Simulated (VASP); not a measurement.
AlGa3N4: single point with PBEsol

The system is AlGa3N4.

```
Al Ga N
1.0
     4.25894    0.00000    0.00000
     0.00000    4.46758    0.00000
     0.00000    0.00000    4.46758
Al Ga N
1 3 4
Direct
  0.00000 0.00000 0.00000
  0.44471 0.50000 0.00000
  0.55529 0.00000 0.50000
  0.00000 0.50000 0.50000
  0.75505 0.73798 0.22789
  0.75505 0.26202 0.77211
  0.24495 0.77211 0.73798
  0.24495 0.22789 0.26202
```

This cell differs from its parent crystal: atoms displaced along a vibrational mode, the cell strained.

- Program: VASP 6.6.1
- Task: single point
- Functional: PBEsol
- Potentials or basis: VASP PAW PBE potentials, release 64 (Al, Ga_d, N)
- Cutoff: 520 eV
- k mesh: 6 × 6 × 6
- Occupations: gaussian, width 0.05 eV
- Spin: no spin polarisation
- Dipole correction: no
- Further INCAR settings: ALGO = Normal; EDIFF = 1e-06; NBANDS = 41

- Pressure: 8.8 GPa
- Largest force: 2.033 eV/Å
- Band gap on the k mesh: 2.42 eV

Forces in eV/Å, atoms in the order of the input:
```
Al   0.000  0.000  0.000
Ga   2.033  0.000  0.000
Ga  -2.033  0.000  0.000
Ga   0.000  0.000  0.000
N   -0.073  0.143  0.162
N   -0.073 -0.143 -0.162
N    0.073 -0.162  0.143
N    0.073  0.162 -0.143
```

Stress tensor (GPa, compression positive):
```
10.16  0.00  0.00
 0.00  8.09  0.00
 0.00  0.00  8.09
```

Levels at points of the mesh, in eV from the valence-band top:
| k point | band 28 | band 29 | band 30 | band 31 | band 32 | band 33 | band 34 | band 35 |
| --- | --- | --- | --- | --- | --- | --- | --- | --- |
| (0.00, 0.00, 0.00) | -2.42 | -0.15 | -0.15 | 0.00 | 2.42 | 2.97 | 3.22 | 3.22 |
| (0.50, 0.00, 0.00) | -1.78 | -1.78 | -1.49 | -1.49 | 4.91 | 5.08 | 6.30 | 6.30 |
| (0.00, 0.50, 0.00) | -1.57 | -1.42 | -1.26 | -1.11 | 4.75 | 4.81 | 5.74 | 5.74 |
| (0.50, 0.50, 0.00) | -1.01 | -0.91 | -0.84 | -0.63 | 6.63 | 6.81 | 7.04 | 7.30 |
| (0.00, 0.50, 0.50) | -1.31 | -1.23 | -1.23 | -0.90 | 6.06 | 6.06 | 6.70 | 6.92 |
| (0.50, 0.50, 0.50) | -0.88 | -0.64 | -0.61 | -0.61 | 4.92 | 4.92 | 5.10 | 6.33 |

It took 72 s on 1 thread of Intel(R) Xeon(R) 6975P-C (Granite Rapids) (shared host), peak memory 0.26 GiB.

Caveat: the cell differs from its parent crystal (atoms displaced along a vibrational mode, the cell strained); the cell stands under pressure; the PAW data sets were made with another functional, which shifts forces and pressure a little.
